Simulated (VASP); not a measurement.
# FeO (Fm-3m) in VASP: settings compared

FeO is run at these levels: revPBE, BLYP, PBE; tasks: single point.

Everything below comes from runs of VASP 6.6.1. Logs are shortened: lines on timing, memory, paths and dates and some standing lists are left out, and cuts for length are marked.

## Step 1: The cell of the first run

It takes space group Fm-3m (No. 225, cubic). Conventional cell: a = 4.311 Å, b = 4.311 Å, c = 4.311 Å, α = 90.00°, β = 90.00°, γ = 90.00°. Within 2.9 Å of Fe (site symmetry m-3m) lie 6 O at 2.16 Å. Within 2.9 Å of O (site symmetry m-3m) lie 6 Fe at 2.16 Å.

## Step 2: Single point, revPBE, collinear spin, ferromagnetic start

INCAR

```
SYSTEM = FeO
PREC     = Accurate       ! precision mode
ENCUT    = 600            ! plane-wave cutoff, eV
EDIFF    = 1E-6           ! SCF threshold, eV
ISMEAR   = -1             ! smearing method
SIGMA    = 0.05           ! smearing width, eV
LREAL    = .False.        ! projectors in reciprocal space
LASPH    = .True.         ! aspherical terms in the spheres
NELM     = 200            ! most SCF steps
ALGO     = Normal         ! electronic algorithm
ISIF     = 2              ! what is computed and relaxed
LWAVE    = .False.        ! write WAVECAR
LCHARG   = .True.         ! write CHGCAR
ISPIN    = 2              ! spin polarisation
MAGMOM   = 3 0            ! initial moments
LORBIT   = 11             ! projections on sites
LMAXMIX  = 4              ! l up to which the mixer works
GGA      = RE             ! functional
LELF     = .True.         ! ELF
LVHAR    = .True.       
NBANDS   = 18             ! bands
GGA_COMPAT= .False.
```

KPOINTS

```
regular mesh
0
Gamma
  6 6 6
  0 0 0
```

POSCAR

```
FeO
1.0
    0.0000000000      2.1554001600      2.1554001600
    2.1554001600      0.0000000000      2.1554001600
    2.1554001600      2.1554001600      0.0000000000
Fe O
1 1
Direct
    0.0000000000      0.0000000000      0.0000000000
    0.5000000000      0.5000000000      0.5000000000
```

Potentials or basis: VASP PAW PBE potentials, release 64 (Fe, O).

Run with:

```
cat potpaw_PBE.64/Fe/POTCAR potpaw_PBE.64/O/POTCAR > POTCAR
mpirun -np 1 vasp_std > vasp.out
```

OUTCAR:

```text
SYSTEM = FeO
   PREC = Accurate
   ENCUT = 600
   EDIFF = 1E-6
   ISMEAR = -1
   LREAL = .False.
   LASPH = .True.
   NELM = 200
   ISIF = 2
   ISPIN = 2
   LORBIT = 11
   GGA = RE

 ion  position               nearest neighbor table
   1  0.000  0.000  0.000-   2 2.16   2 2.16   2 2.16   2 2.16   2 2.16   2 2.16
   2  0.500  0.500  0.500-   1 2.16   1 2.16   1 2.16   1 2.16   1 2.16   1 2.16

  LATTYP: Found a face centered cubic cell.
 ALAT       =     4.3108003200

  Lattice vectors:

 A1 = (   0.0000000000,   2.1554001600,   2.1554001600)
 A2 = (   2.1554001600,   0.0000000000,   2.1554001600)
 A3 = (   2.1554001600,   2.1554001600,   0.0000000000)

Analysis of symmetry for initial positions (statically):
=====================================================================
 Subroutine PRICEL returns:
 Original cell was already a primitive cell.

 Routine SETGRP: Setting up the symmetry group for a
 face centered cubic supercell.

 Subroutine GETGRP returns: Found 48 space group operations
 (whereof 48 operations were pure point group operations)
 out of a pool of 48 trial point group operations.

The static configuration has the point symmetry O_h .

Analysis of symmetry for dynamics (positions and initial velocities):
=====================================================================
 Subroutine PRICEL returns:
 Original cell was already a primitive cell.

 Routine SETGRP: Setting up the symmetry group for a
 face centered cubic supercell.

 Subroutine GETGRP returns: Found 48 space group operations
 (whereof 48 operations were pure point group operations)
 out of a pool of 48 trial point group operations.

The dynamic configuration has the point symmetry O_h .

Analysis of structural, dynamic, and magnetic symmetry:
=====================================================================
 Subroutine PRICEL returns:
 Original cell was already a primitive cell.

 Routine SETGRP: Setting up the symmetry group for a
 face centered cubic supercell.

 Subroutine GETGRP returns: Found 48 space group operations
 (whereof 48 operations were pure point group operations)
 out of a pool of 48 trial point group operations.

The overall configuration has the point symmetry O_h .

 Subroutine INISYM returns: Found 48 space group operations
 (whereof 48 operations are pure point group operations),
 and found     1 'primitive' translations

----------------------------------------------------------------------------------------

                                     Primitive cell

  volume of cell :      20.0269

  direct lattice vectors                    reciprocal lattice vectors
     0.000000000  2.155400160  2.155400160    -0.231975486  0.231975486  0.231975486
     2.155400160  0.000000000  2.155400160     0.231975486 -0.231975486  0.231975486
     2.155400160  2.155400160  0.000000000     0.231975486  0.231975486 -0.231975486

  length of vectors
     3.048196139  3.048196139  3.048196139     0.401793328  0.401793328  0.401793328

  position of ions in fractional coordinates (direct lattice)
     0.000000000  0.000000000  0.000000000
     0.500000000  0.500000000  0.500000000

  ion indices of the primitive-cell ions
   primitive index   ion index
                 1           1
                 2           2

----------------------------------------------------------------------------------------

 KPOINTS: regular mesh

Automatic generation of k-mesh.
 Grid dimensions read from file:
 generate k-points for:    6    6    6

 Generating k-lattice:

  Cartesian coordinates                     Fractional coordinates (reciprocal lattice)
    -0.038662581  0.038662581  0.038662581     0.166666667  0.000000000  0.000000000
     0.038662581 -0.038662581  0.038662581     0.000000000  0.166666667  0.000000000
     0.038662581  0.038662581 -0.038662581     0.000000000  0.000000000  0.166666667

  Length of vectors
     0.066965555  0.066965555  0.066965555

  Shift w.r.t. Gamma in fractional coordinates (k-lattice)
     0.000000000  0.000000000  0.000000000

 Subroutine IBZKPT returns following result:
 ===========================================

 Found     16 irreducible k-points:

 Following reciprocal coordinates:
            Coordinates               Weight
  0.000000  0.000000  0.000000      1.000000
  0.166667  0.000000  0.000000      8.000000
  0.333333  0.000000  0.000000      8.000000
  0.500000  0.000000  0.000000      4.000000
  0.166667  0.166667  0.000000      6.000000
  0.333333  0.166667  0.000000     24.000000
[... 8 lines left out ...]
 -0.333333  0.333333  0.166667     24.000000
 -0.333333  0.500000  0.166667     12.000000
   k-points           NKPTS =     16   k-points in BZ     NKDIM =     16   number of bands    NBANDS=     18
   number of dos      NEDOS =    301   number of ions     NIONS =      2
   total plane-waves  NPLWV =  13824
   dimension x,y,z NGX =    24 NGY =   24 NGZ =   24
   dimension x,y,z NGXF=    48 NGYF=   48 NGZF=   48
   ions per type =               1   1
   NGX,Y,Z   is equivalent  to a cutoff of  13.09, 13.09, 13.09 a.u.
   NGXF,Y,Z  is equivalent  to a cutoff of  26.18, 26.18, 26.18 a.u.
 SYSTEM =  FeO
   PREC   = accura    normal or accurate (medium, high low for compatibility)
   ISTART =      0    job   : 0-new  1-cont  2-samecut
   ICHARG =      2    charge: 1-file 2-atom 10-const
   ISPIN  =      2    spin polarized calculation?
   LNONCOLLINEAR =      F non collinear calculations
   LSORBIT =      F    spin-orbit coupling
   LASPH  =      T    aspherical Exc in radial PAW
   ENCUT  =  600.0 eV  44.10 Ry    6.64 a.u.   6.09  6.09  6.09*2*pi/ulx,y,z
   NELM   =    200;   NELMIN=  2; NELMDL= -5     # of ELM steps
   EDIFF  = 0.1E-05   stopping-criterion for ELM
   LREAL  =      F    real-space projection
   EDIFFG = 0.1E-04   stopping-criterion for IOM
   NSW    =      0    number of steps for IOM
   IBRION =     -1    ionic relax: 0-MD 1-quasi-New 2-CG
   NFREE  =      0    steps in history (QN), initial steepest desc. (CG)
   ISIF   =      2    stress and relaxation
   ISYM   =      2    0-nonsym 1-usesym 2-fastsym
   POTIM  = 0.5000    time-step for ionic-motion
   TEBEG  =    0.0;   TEEND  =   0.0 temperature during run
   PSTRESS=    0.0 pullay stress
   NELECT =      14.0000    total number of electrons
   NUPDOWN=      -1.0000    fix difference up-down
   EMIN   =  10.00;   EMAX   =-10.00  energy-range for DOS
   EFERMI =   0.00;   METHOD = LEGACY
   ISMEAR =    -1;   SIGMA  =   0.05  broadening in eV -4-tet -1-fermi 0-gaus
   EFERMI_NEDOS =   21; number of points for ismear=-14 and -15
   IALGO  =     38    algorithm
   IMIX   =      4    mixing-type and parameters
     AMIX     =   0.40;   BMIX     =  1.00
     AMIX_MAG =   1.60;   BMIX_MAG =  1.00
  volume/ion in A,a.u.               =      10.01        67.57
  Fermi-wavevector in a.u.,A,eV,Ry     =   1.452935  2.745650 28.722183  2.111021
  Thomas-Fermi vector in A             =   2.570260
   LORBIT       =     11    0 simple, 1 ext, 2 COOP (PROOUT), +10 PAW based schemes
   GGA     = RE    functional components
   LHFCALC =     F    Hartree Fock is set to
   AEXX    =    0.0000 exact exchange contribution
   IVDW    =     0    specifies the selected vdW correction
   LEPSILON=     F    determine dielectric tensor
   LRPA    =     F    only Hartree local field effects (RPA)
 spin polarized calculation
  energy-cutoff  :      600.00
  volume of cell :       20.03
 maximum number of plane-waves:       692
   NGX = 13   NGY = 13   NGZ = 13

 number of electron      13.9999999 magnetization       4.0011508

 Free energy of the ion-electron system (eV)
  ---------------------------------------------------
  ext. energy  EPLUGINS =         0.00000000
  ---------------------------------------------------
  free energy    TOTEN  =       -14.23914650 eV

  energy without entropy =      -14.22475125  energy(sigma->0) =      -14.23194887

 E-fermi :   6.3495     XC(G=0): -12.0476

 val. band max:        6.3348519172   @ k =   0.1667   0.1667   0.0000
 cond. band min:       6.4143445165   @ k =  -0.3333   0.3333   0.1667
 fundamental gap:      0.0794925993
 Fermi energy:         6.3494553327

 spin component 1

 k-point     1 :       0.0000    0.0000    0.0000
  band No.  band energies     occupation
      1     -14.4591      1.00000
      2       2.4091      1.00000
      3       2.4091      1.00000
      4       2.4091      1.00000
      5       2.5272      1.00000
      6       2.5272      1.00000
[... 10 lines left out ...]
     17      27.0318      0.00000
     18      30.1032      0.00000
[... 295 lines left out ...]
 k-point    16 :      -0.3333    0.5000    0.1667
  band No.  band energies     occupation
      1     -13.2563      1.00000
      2      -0.7771      1.00000
      3      -0.0161      1.00000
      4       0.0438      1.00000
      5       2.8443      1.00000
      6       3.3359      1.00000
[... 10 lines left out ...]
     17      35.4550      0.00000
     18      36.1004      0.00000
 Fermi energy:         6.3494553327

 spin component 2

 k-point     1 :       0.0000    0.0000    0.0000
  band No.  band energies     occupation
      1     -13.9336      1.00000
      2       3.0828      1.00000
      3       3.0828      1.00000
      4       3.0828      1.00000
      5       5.6093      1.00000
      6       5.6096      1.00000
[... 10 lines left out ...]
     17      28.6824      0.00000
     18      31.1628      0.00000
[... 295 lines left out ...]
 k-point    16 :      -0.3333    0.5000    0.1667
  band No.  band energies     occupation
      1     -12.6748      1.00000
      2      -0.2023      1.00000
      3       0.8457      1.00000
      4       1.0568      1.00000
      5       5.5383      1.00000
      6       6.7832      0.00017
[... 10 lines left out ...]
     17      36.1459      0.00000
     18      36.4199      0.00000

------------------------ aborting loop because EDIFF is reached ----------------------------------------

  FORCE on cell =-STRESS in cart. coord.  units (eV):
  Direction    XX          YY          ZZ          XY          YZ          ZX
  --------------------------------------------------------------------------------------
  -------------------------------------------------------------------------------------
  Total        0.4809508      0.4809508      0.4809508      0.0000000     -0.0000000     -0.0000000
  in kB       38.4766743     38.4766743     38.4766743      0.0000000     -0.0000000     -0.0000000
  external PRESSURE =      38.4766743 kB  Pullay stress =       0.0000000 kB

 VOLUME and BASIS-vectors are now :
 -----------------------------------------------------------------------------
  energy-cutoff  :      600.00
  volume of cell :       20.03
      direct lattice vectors                 reciprocal lattice vectors
     0.000000000  2.155400160  2.155400160    -0.231975486  0.231975486  0.231975486
     2.155400160  0.000000000  2.155400160     0.231975486 -0.231975486  0.231975486
     2.155400160  2.155400160  0.000000000     0.231975486  0.231975486 -0.231975486

 POSITION                                       TOTAL-FORCE (eV/Angst)
 -----------------------------------------------------------------------------------
      0.00000      0.00000      0.00000         0.000000     -0.000000     -0.000000
      2.15540      2.15540      2.15540         0.000000      0.000000      0.000000
 -----------------------------------------------------------------------------------
    total drift:                                0.000000     -0.000000      0.000000

  FREE ENERGIE OF THE ION-ELECTRON SYSTEM (eV)
  ---------------------------------------------------
  free  energy   TOTEN  =       -14.2391464972 eV

  energy  without entropy=      -14.2247512468  energy(sigma->0) =      -14.23194887

 total charge

# of ion       s       p       d       tot
------------------------------------------
    1        0.285   0.357   6.080   6.721
    2        1.556   3.448   0.000   5.004
--------------------------------------------------
tot          1.841   3.804   6.080  11.725

 magnetization (x)

# of ion       s       p       d       tot
------------------------------------------
    1        0.027   0.020   3.580   3.628
    2        0.030   0.268   0.000   0.297
--------------------------------------------------
tot          0.057   0.288   3.580   3.925
```

It took 9.9 s on 1 thread of Intel Xeon 6975P-C, shared host; peak memory 0.15 GiB.

What came out:

| Quantity | Value |
| --- | --- |
| Free energy | -14.2391 eV |
| Pressure | 3.8 GPa |
| Band gap on the k mesh | zero (filled and empty bands overlap) |
| Net moment | 4.00 μB per cell |
| Site moments | Fe +3.63; O +0.30 μB |
| Valence electrons inside the program's atomic spheres | Fe 6.72; O 5.00 |

Caveat: the k points lie up to 0.42 Å⁻¹ apart; the PAW data sets were made with another functional, which shifts forces and pressure a little; a cell with one magnetic atom can't hold antiferromagnetic order, which such compounds often take; semilocal functionals often make such compounds metallic where correlation or magnetic order opens a gap, which also shifts bond lengths.

## Step 3: Single point, BLYP, collinear spin, ferromagnetic start

INCAR

```
SYSTEM = FeO
PREC = Accurate
ENCUT = 600
EDIFF = 1E-6
ISMEAR = -1
SIGMA = 0.05
LREAL = .FALSE.
LASPH = .TRUE.
NELM = 200
ALGO = Normal
ISIF = 2
LWAVE = .FALSE.
LCHARG = .TRUE.
ISPIN = 2
MAGMOM = 3 0
LORBIT = 11
LMAXMIX = 4
GGA = B5
ALDAX = 1.0
AGGAX = 1.0
AGGAC = 1.0
ALDAC = 0.0
LELF = .TRUE.
LVHAR = .TRUE.
NBANDS = 18
GGA_COMPAT = .FALSE.
```

KPOINTS

```
Automatic mesh
0
G
  6 6 6
  0 0 0
```

POSCAR is that of step 2.

Potentials or basis: VASP PAW PBE potentials, release 64 (Fe, O).

Run with:

```
cat potpaw_PBE.64/Fe/POTCAR potpaw_PBE.64/O/POTCAR > POTCAR
mpirun -np 1 vasp_std > vasp.out
```

Wall time 20 s (1 thread of Intel Xeon 6975P-C, shared host); peak memory 0.15 GiB.

Results (log left out):

```
Free energy                                           : -13.8699 eV
Pressure                                              : 7.0 GPa
Band gap on the k mesh                                : zero (filled and empty bands overlap)
Net moment                                            : 4.00 μB per cell
Site moments                                          : Fe +3.60; O +0.32 μB
Valence electrons inside the program's atomic spheres : Fe 6.76; O 5.01
```

Levels at points of the mesh, in eV from the Fermi level:
Spin up:
| k point | band 6 | band 7 | band 8 | band 9 | band 10 | band 11 | band 12 | band 13 |
| --- | --- | --- | --- | --- | --- | --- | --- | --- |
| (0.00, 0.00, 0.00) | -3.72 | -3.72 | -3.51 | -3.51 | 0.49 | 16.26 | 17.45 | 17.45 |
| (0.50, 0.00, 0.00) | -2.93 | -2.37 | -0.24 | -0.24 | 4.60 | 8.68 | 12.87 | 12.87 |
| (0.50, 0.50, 0.00) | -3.13 | -2.66 | -2.66 | -2.64 | 5.52 | 9.10 | 11.33 | 14.98 |
Spin down:
```csv
k point,band 2,band 3,band 4,band 5,band 6,band 7,band 8,band 9
"(0.00, 0.00, 0.00)",-3.16,-3.16,-3.16,-0.74,-0.74,-0.74,0.16,0.16
"(0.50, 0.00, 0.00)",-7.82,-5.09,-5.09,0.36,0.36,0.58,2.78,2.78
"(0.50, 0.50, 0.00)",-6.67,-4.31,-4.31,-2.03,0.69,0.69,0.69,1.12
```

Caveat: the k points lie up to 0.42 Å⁻¹ apart; the PAW data sets were made with another functional, which shifts forces and pressure a little; a cell with one magnetic atom can't hold antiferromagnetic order, which such compounds often take; semilocal functionals often make such compounds metallic where correlation or magnetic order opens a gap, which also shifts bond lengths. With open d or f shells a metallic result of BLYP can be an artefact of self-interaction; +U or a hybrid may open a gap.

## Step 4: Single point, PBE, collinear spin, ferromagnetic start

This run uses another cell than the first one, of 9.61 Å³/atom, 0.960 times its volume.

INCAR

```
PREC = Accurate
ENCUT = 600
EDIFF = 1E-6
ISMEAR = -1
SIGMA = 0.05
LREAL = False
LASPH = True
NELM = 200
ALGO = Normal
ISIF = 2
LWAVE = False
LCHARG = False
ISPIN = 2
MAGMOM = 3 0
LORBIT = 11
LMAXMIX = 4
GGA = PE
NBANDS = 18
GGA_COMPAT = False
```

KPOINTS

```
Automatic mesh
0
Gamma
  11 11 11
```

POSCAR

```
FeO
1.0
    0.0000000000      2.1262695598      2.1262695598
    2.1262695598      0.0000000000      2.1262695598
    2.1262695598      2.1262695598      0.0000000000
Fe O
1 1
Direct
    0.0000000000      0.0000000000      0.0000000000
    0.5000000000      0.5000000000      0.5000000000
```

Run with:

```
cat potpaw_PBE.64/Fe/POTCAR potpaw_PBE.64/O/POTCAR > POTCAR
mpirun -np 1 vasp_std > vasp.out
```

Wall time 31 s (1 thread of Intel Xeon 6975P-C, shared host); peak memory 0.17 GiB.

Results (log left out):

```yaml
Free_energy: -14.9174 eV
Pressure: 8.0 GPa
Band_gap_on_the_k_mesh: zero (filled and empty bands overlap)
Net_moment: 4.00 μB per cell
Site_moments: Fe +3.61; O +0.31 μB
Valence_electrons_inside_the_program's_atomic_spheres: Fe 6.80; O 5.01
```

Levels at points of the mesh, in eV from the Fermi level:
Spin up:
| k point | band 7 | band 8 | band 9 | band 10 | band 11 | band 12 |
| --- | --- | --- | --- | --- | --- | --- |
| (0.00, 0.00, 0.00) | -3.91 | -3.68 | -3.68 | 0.33 | 15.61 | 17.38 |
Spin down:
| k point | band 3 | band 4 | band 5 | band 6 | band 7 | band 8 |
| --- | --- | --- | --- | --- | --- | --- |
| (0.00, 0.00, 0.00) | -3.36 | -3.36 | -0.79 | -0.79 | -0.79 | 0.18 |

Caveat: a cell with one magnetic atom can't hold antiferromagnetic order, which such compounds often take; semilocal functionals often make such compounds metallic where correlation or magnetic order opens a gap, which also shifts bond lengths.

[end of part 1 of 2]
